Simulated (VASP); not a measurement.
# Zn (P6/mmm) in VASP: further runs, part 2 of 2

VASP 6.6.1. The steps go on from the part before.

**3. Single point, RPBE (volume scaled by 0.92)**

File INCAR:

```
PREC = Accurate
ENCUT = 520
EDIFF = 1E-6
ISMEAR = -1
SIGMA = 0.1
LREAL = F
LASPH = T
NELM = 60
ALGO = Normal
ISIF = 2
LWAVE = F
LCHARG = F
GGA = RP
NBANDS = 25
```

File KPOINTS:

```
Automatic mesh
0
Gamma
  9 9 13
```

File POSCAR:

```
Zn
1.0
    4.4312223173      0.0000000000      0.0000000000
   -2.2156111586      3.8375510966      0.0000000000
    0.0000000000      0.0000000000      2.6560567904
Zn
3
Direct
    0.0000000000      1.0000000000      0.0000000000
    0.3333333333      0.6666666667      0.5000000000
    0.6666666667      0.3333333333      0.5000000000
```

Potentials or basis: VASP PAW PBE potentials, release 64 (Zn).

The run is started by

```bash
$ cat potpaw_PBE.64/Zn/POTCAR > POTCAR
$ mpirun -np 1 vasp_std > vasp.out
```

OUTCAR:

```text
PREC = Accurate
   ENCUT = 520
   EDIFF = 1E-6
   ISMEAR = -1
   LREAL = F
   LASPH = T
   NELM = 60
   ISIF = 2
   GGA = RP

 ion  position               nearest neighbor table
   1  0.000  0.000  0.000-   2 2.88   3 2.88   2 2.88   3 2.88   2 2.88   2 2.88   3 2.88   3 2.88
                             3 2.88   3 2.88   2 2.88   2 2.88
   2  0.333  0.667  0.500-   3 2.56   3 2.56   3 2.56   1 2.88   1 2.88   1 2.88   1 2.88   1 2.88
                             1 2.88
   3  0.667  0.333  0.500-   2 2.56   2 2.56   2 2.56   1 2.88   1 2.88   1 2.88   1 2.88   1 2.88
                             1 2.88

  LATTYP: Found a hexagonal cell.
 ALAT       =     4.4312223173
 C/A-ratio  =     0.5993959680

  Lattice vectors:

 A1 = (   4.4312223173,   0.0000000000,   0.0000000000)
 A2 = (  -2.2156111586,   3.8375510966,   0.0000000000)
 A3 = (   0.0000000000,   0.0000000000,   2.6560567904)

Analysis of symmetry for initial positions (statically):
=====================================================================
 Subroutine PRICEL returns:
 Original cell was already a primitive cell.

 Routine SETGRP: Setting up the symmetry group for a
 hexagonal supercell.

 Subroutine GETGRP returns: Found 24 space group operations
 (whereof 24 operations were pure point group operations)
 out of a pool of 24 trial point group operations.

The static configuration has the point symmetry D_6h.

Analysis of symmetry for dynamics (positions and initial velocities):
=====================================================================
 Subroutine PRICEL returns:
 Original cell was already a primitive cell.

 Routine SETGRP: Setting up the symmetry group for a
 hexagonal supercell.

 Subroutine GETGRP returns: Found 24 space group operations
 (whereof 24 operations were pure point group operations)
 out of a pool of 24 trial point group operations.

The dynamic configuration has the point symmetry D_6h.

 Subroutine INISYM returns: Found 24 space group operations
 (whereof 24 operations are pure point group operations),
 and found     1 'primitive' translations

----------------------------------------------------------------------------------------

                                     Primitive cell

  volume of cell :      45.1664

  direct lattice vectors                    reciprocal lattice vectors
     4.431222317  0.000000000  0.000000000     0.225671367  0.130291425  0.000000000
    -2.215611159  3.837551097  0.000000000     0.000000000  0.260582850  0.000000000
     0.000000000  0.000000000  2.656056790     0.000000000  0.000000000  0.376497974

  length of vectors
     4.431222317  4.431222317  2.656056790     0.260582850  0.260582850  0.376497974

  position of ions in fractional coordinates (direct lattice)
     0.000000000  0.000000000  0.000000000
     0.333333333  0.666666667  0.500000000
     0.666666667  0.333333333  0.500000000

  ion indices of the primitive-cell ions
   primitive index   ion index
                 1           1
                 2           2
                 3           3

----------------------------------------------------------------------------------------

 KPOINTS: Automatic mesh

Automatic generation of k-mesh.
 Grid dimensions read from file:
 generate k-points for:    9    9   13

 Generating k-lattice:

  Cartesian coordinates                     Fractional coordinates (reciprocal lattice)
     0.025074596  0.014476825  0.000000000     0.111111111 -0.000000000  0.000000000
     0.000000000  0.028953650  0.000000000     0.000000000  0.111111111  0.000000000
     0.000000000  0.000000000  0.028961383     0.000000000  0.000000000  0.076923077

  Length of vectors
     0.028953650  0.028953650  0.028961383

  Shift w.r.t. Gamma in fractional coordinates (k-lattice)
     0.000000000  0.000000000  0.000000000

 Subroutine IBZKPT returns following result:
 ===========================================

 Found     84 irreducible k-points:

 Following reciprocal coordinates:
            Coordinates               Weight
  0.000000  0.000000  0.000000      1.000000
  0.111111 -0.000000  0.000000      6.000000
  0.222222 -0.000000  0.000000      6.000000
  0.333333 -0.000000  0.000000      6.000000
  0.444444 -0.000000  0.000000      6.000000
  0.111111  0.111111  0.000000      6.000000
[... 16 lines left out ...]
  0.333333  0.222222  0.076923     24.000000
  0.333333  0.333333  0.076923      4.000000
 [... further k-points ...]
   k-points           NKPTS =     84   k-points in BZ     NKDIM =     84   number of bands    NBANDS=     25
   number of dos      NEDOS =    301   number of ions     NIONS =      3
   total plane-waves  NPLWV =  25920
   dimension x,y,z NGX =    36 NGY =   36 NGZ =   20
   dimension x,y,z NGXF=    72 NGYF=   72 NGZF=   40
   ions per type =               3
   NGX,Y,Z   is equivalent  to a cutoff of  13.51, 13.51, 12.52 a.u.
   NGXF,Y,Z  is equivalent  to a cutoff of  27.01, 27.01, 25.04 a.u.
 SYSTEM =  unknown system
   PREC   = accura    normal or accurate (medium, high low for compatibility)
   ISTART =      0    job   : 0-new  1-cont  2-samecut
   ICHARG =      2    charge: 1-file 2-atom 10-const
   ISPIN  =      1    spin polarized calculation?
   LNONCOLLINEAR =      F non collinear calculations
   LSORBIT =      F    spin-orbit coupling
   LASPH  =      T    aspherical Exc in radial PAW
   ENCUT  =  520.0 eV  38.22 Ry    6.18 a.u.   8.24  8.24  4.94*2*pi/ulx,y,z
   NELM   =     60;   NELMIN=  2; NELMDL= -5     # of ELM steps
   EDIFF  = 0.1E-05   stopping-criterion for ELM
   LREAL  =      F    real-space projection
   EDIFFG = 0.1E-04   stopping-criterion for IOM
   NSW    =      0    number of steps for IOM
   IBRION =     -1    ionic relax: 0-MD 1-quasi-New 2-CG
   NFREE  =      0    steps in history (QN), initial steepest desc. (CG)
   ISIF   =      2    stress and relaxation
   ISYM   =      2    0-nonsym 1-usesym 2-fastsym
   POTIM  = 0.5000    time-step for ionic-motion
   TEBEG  =    0.0;   TEEND  =   0.0 temperature during run
   PSTRESS=    0.0 pullay stress
   NELECT =      36.0000    total number of electrons
   NUPDOWN=      -1.0000    fix difference up-down
   EMIN   =  10.00;   EMAX   =-10.00  energy-range for DOS
   EFERMI =   0.00;   METHOD = LEGACY
   ISMEAR =    -1;   SIGMA  =   0.10  broadening in eV -4-tet -1-fermi 0-gaus
   EFERMI_NEDOS =   21; number of points for ismear=-14 and -15
   IALGO  =     38    algorithm
   IMIX   =      4    mixing-type and parameters
     AMIX     =   0.40;   BMIX     =  1.00
     AMIX_MAG =   1.60;   BMIX_MAG =  1.00
  volume/ion in A,a.u.               =      15.06       101.60
  Fermi-wavevector in a.u.,A,eV,Ry     =   1.517880  2.868376 31.347256  2.303958
  Thomas-Fermi vector in A             =   2.627075
   LORBIT       =      0    0 simple, 1 ext, 2 COOP (PROOUT), +10 PAW based schemes
   GGA     = RP    functional components
   LHFCALC =     F    Hartree Fock is set to
   AEXX    =    0.0000 exact exchange contribution
   IVDW    =     0    specifies the selected vdW correction
   LEPSILON=     F    determine dielectric tensor
   LRPA    =     F    only Hartree local field effects (RPA)
 non-spin polarized calculation
  energy-cutoff  :      520.00
  volume of cell :       45.17
 maximum number of plane-waves:      1239
 NGX is ok and might be reduce to    36
   NGX = 17   NGY = 17   NGZ =  9

 number of electron      35.9999991 magnetization

 Free energy of the ion-electron system (eV)
  ---------------------------------------------------
  ext. energy  EPLUGINS =         0.00000000
  ---------------------------------------------------
  free energy    TOTEN  =        -1.92445156 eV

  energy without entropy =       -1.89815826  energy(sigma->0) =       -1.91130491

 E-fermi :   3.4644     XC(G=0): -11.4787

 val. band max:        3.4522036320   @ k =   0.1111  -0.0000   0.0000
 cond. band min:       3.4858016232   @ k =   0.3333   0.3333   0.4615
 fundamental gap:      0.0335979911
 Fermi energy:         3.4643749190

 k-point     1 :       0.0000    0.0000    0.0000
  band No.  band energies     occupation
      1      -7.1274      2.00000
      2      -5.0421      2.00000
      3      -4.5637      2.00000
      4      -4.4914      2.00000
      5      -4.4576      2.00000
      6      -4.4576      2.00000
[... 17 lines left out ...]
     24      17.6360      0.00000
     25      22.6546      0.00000
[... 621 lines left out ...]
      3      -4.9564      2.00000
      4      -4.6726      2.00000
      5      -4.6726      2.00000
      6      -4.5603      2.00000
[... 17 lines left out ...]
     24      15.5299      0.00000
     25      16.5407      0.00000

 [... further k-points ...]
[... 5 lines left out ...]
  --------------------------------------------------------------------------------------
  -------------------------------------------------------------------------------------
  Total        1.4657468      1.4657468      1.8653954      0.0000000     -0.0000000      0.0000000
  in kB       51.9941472     51.9941472     66.1708043      0.0000000     -0.0000000      0.0000000
  external PRESSURE =      56.7196995 kB  Pullay stress =       0.0000000 kB

 VOLUME and BASIS-vectors are now :
 -----------------------------------------------------------------------------
  energy-cutoff  :      520.00
  volume of cell :       45.17
      direct lattice vectors                 reciprocal lattice vectors
     4.431222317  0.000000000  0.000000000     0.225671367  0.130291425  0.000000000
    -2.215611159  3.837551097  0.000000000     0.000000000  0.260582850  0.000000000
     0.000000000  0.000000000  2.656056790     0.000000000  0.000000000  0.376497974

 POSITION                                       TOTAL-FORCE (eV/Angst)
 -----------------------------------------------------------------------------------
      0.00000      0.00000      0.00000        -0.000000      0.000000      0.000000
     -0.00000      2.55837      1.32803         0.000000     -0.000000     -0.000000
      2.21561      1.27918      1.32803        -0.000000      0.000000      0.000000
 -----------------------------------------------------------------------------------
    total drift:                                0.000000      0.000000     -0.000000

  FREE ENERGIE OF THE ION-ELECTRON SYSTEM (eV)
  ---------------------------------------------------
  free  energy   TOTEN  =        -1.9244515611 eV

  energy  without entropy=       -1.8981582552  energy(sigma->0) =       -1.91130491
```

stdout:

```text
POSCAR found type information on POSCAR Zn
 POSCAR found :  1 types and       3 ions
 scaLAPACK will be used
 -----------------------------------------------------------------------------
|                                                                             |
|                                                                             |
|     You enforced a specific xc type in the INCAR file but a different       |
|     I HOPE YOU KNOW WHAT YOU ARE DOING!                                     |
|                                                                             |
 -----------------------------------------------------------------------------

 LDA part: xc-table for (Slater+PW92), standard interpolation
 POSCAR, INCAR and KPOINTS ok, starting setup
 FFT: planning ... GRIDC
 FFT: planning ... GRID_SOFT
 FFT: planning ... GRID
 WAVECAR not read
 entering main loop
```

Wall time 27 s (1 thread of Intel Xeon 6975P-C (Granite Rapids), shared host); peak memory 0.2 GiB.

Results:

```
Free energy            : -1.9245 eV
Pressure               : 5.7 GPa
Band gap on the k mesh : zero (band 18 reaches 7.56 eV, above the bottom of band 19 at 2.38 eV)
```

Stress tensor (GPa, compression positive):
```
5.20 0.00 0.00
0.00 5.20 0.00
0.00 0.00 6.62
```

Levels at points of the mesh, in eV from the Fermi level:
| k point | band 15 | band 16 | band 17 | band 18 | band 19 | band 20 | band 21 | band 22 |
| --- | --- | --- | --- | --- | --- | --- | --- | --- |
| (0.00, 0.00, 0.00) | -7.13 | -7.13 | 0.56 | 0.56 | 0.61 | 0.61 | 0.86 | 1.02 |

Caveat: the PAW data sets were made with another functional, which shifts forces and pressure a little.
